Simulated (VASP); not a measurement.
Si6O11 (a cell with a defect), 17 atoms in the cell. The cell holds a defect, 17 atoms: a = 5.021 Å, b = 5.509 Å, c = 8.696 Å, α = 90.00°, β = 90.00°, γ = 90.00°.  This cell differs from its parent crystal: atoms taken out, atom 16 moved 0.125 of the way to it and -0.250 Å across, host rigid.

| Property | Result |
| --- | --- |
| Program | VASP 6.6.1 |
| Task | single point |
| Functional | PBE |
| Potentials or basis | VASP PAW PBE potentials, release 64 (Si, O) |
| Cutoff | 520 eV |
| k mesh | 4 × 4 × 2 |
| Occupations | gaussian, width 0.05 eV |
| Spin | no spin polarisation |
| Dipole correction | no |
| Charge | 2 |
| Further INCAR settings | LREAL = Auto; ALGO = Normal; EDIFF = 1e-06; NBANDS = 59; NELECT = 88.0 |

Potentials or basis: VASP PAW PBE potentials, release 64 (Si, O).

Run with:

```console
$ cat potpaw_PBE.64/Si/POTCAR potpaw_PBE.64/O/POTCAR > POTCAR
$ mpirun -np 1 vasp_std > vasp.out
```

Hardware: 1 thread of Intel(R) Xeon(R) Platinum 8375C CPU @ 2.90GHz (Ice Lake), with other jobs on the host.

**Question.** Estimate the wall time of this run.

**Answer.** Run time: 6.1 min on 1 thread of Intel(R) Xeon(R) Platinum 8375C CPU @ 2.90GHz (Ice Lake), with other jobs on the host, peak memory 0.41 GiB. Counts: scf iterations 18, k points 20.
